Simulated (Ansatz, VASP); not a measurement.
**One calculation of ZnO, two programs**

POSCAR

```
ZnO
1.0
    3.1059272322      0.0000000000      0.0000000000
   -1.5529636161      2.6898118854      0.0000000000
    0.0000000000      0.0000000000      5.0025137583
Zn O
2 2
Direct
    0.3333333333      0.6666666667     -0.0022842239
    0.6666666667      0.3333333333      0.4977157761
    0.3333333333      0.6666666667      0.3772842239
    0.6666666667      0.3333333333      0.8772842239
```

File INCAR.step1:

```
SYSTEM = ZnO
  PREC = Accurate
  ENCUT = 520
  ISMEAR = 0
  SIGMA = 0.01
  LREAL = .False.
  LASPH = .True.
  NELM = 100
  NBANDS = 26
  GGA = PE
  ALGO = Normal
  EDIFF = 1E-4
  LWAVE = .True.
  LCHARG = .False.
```

INCAR.step2

```
SYSTEM = ZnO
  PREC = Accurate
  ENCUT = 520
  EDIFF = 1E-6
  ISMEAR = 0
  SIGMA = 0.01
  LREAL = .False.
  LASPH = .True.
  NELM = 100
  ALGO = Normal
  ISIF = 2
  LWAVE = .False.
  LCHARG = .True.
  METAGGA = R2SCAN
  LMIXTAU = .True.
  LELF = .True.
  LVHAR = .True.
  NBANDS = 26
  ISTART = 1
```

Contents of KPOINTS:

```
Automatic mesh
0
Gamma
  12 12 6
  0 0 0
```

Input for Ansatz:

```yaml
crystal:
  lattice:
    - [3.1059272322, 0.0, 0.0]
    - [-1.5529636161, 2.6898118854, 0.0]
    - [0.0, 0.0, 5.0025137583]
  atoms:
    - { symbol: Zn, position: [0.3333333333, 0.6666666667, -0.0022842239] }
    - { symbol: Zn, position: [0.6666666667, 0.3333333333, 0.4977157761] }
    - { symbol: O, position: [0.3333333333, 0.6666666667, 0.3772842239] }
    - { symbol: O, position: [0.6666666667, 0.3333333333, 0.8772842239] }
kpoints:
  mp_grid: { grid: [12, 12, 6] }
  band_path:
    path:
      - [0.0, 0.0, 0.0]
      - [0.5, 0.0, 0.0]
      - [0.3333333333, 0.3333333333, 0.0]
      - [0.0, 0.0, 0.5]
      - [0.5, 0.0, 0.5]
      - [0.3333333333, 0.3333333333, 0.5]
    npoints: 1
hamiltonian:
  xc: r2scan
scf:
  occupations: { method: fixed }
  n_extra_bands: 5
output:
  forces: true
  stress: true
  eigenvalues: true
  write_density: true
  write_potential: true
  elf: true
  volumetric_format: npy
```

Change from the starting cell: hydrostatic strain -4.0%.

Alike in both runs: task single point; functional r2SCAN; k mesh 12 × 12 × 6; no spin polarisation.

|  | VASP | Ansatz |
| --- | --- | --- |
| version | VASP 6.6.1 | Ansatz 0.2.0 |
| potentials or method | VASP PAW PBE potentials, release 64 (Zn, O) | plane waves, PAW |
| plane-wave cutoff (eV) | 520 | 500 |
| occupations | gaussian, width 0.01 eV | fixed |
| valence electrons in the cell | 36 | 36 |

Ansatz gave:

| Item | Value |
| --- | --- |
| gap on the k mesh at the Fermi level (eV) | 1.41 |
| pressure (GPa) | 24.0 |
| traceless stress, the component that is largest in VASP (GPa) | -0.09 |
| rms of the force components (eV/Å) | 0.000 |

Problem. What did VASP give for the same quantities?

Solution. gap on the k mesh at the Fermi level (eV): 1.42; pressure (GPa): 26.0; traceless stress, the component that is largest in VASP (GPa): -0.09; rms of the force components (eV/Å): 0.011.

VASP's potentials were made for PBE, not for r2SCAN. Atom by atom the forces differ by 0.011 eV/Å (rms over components).
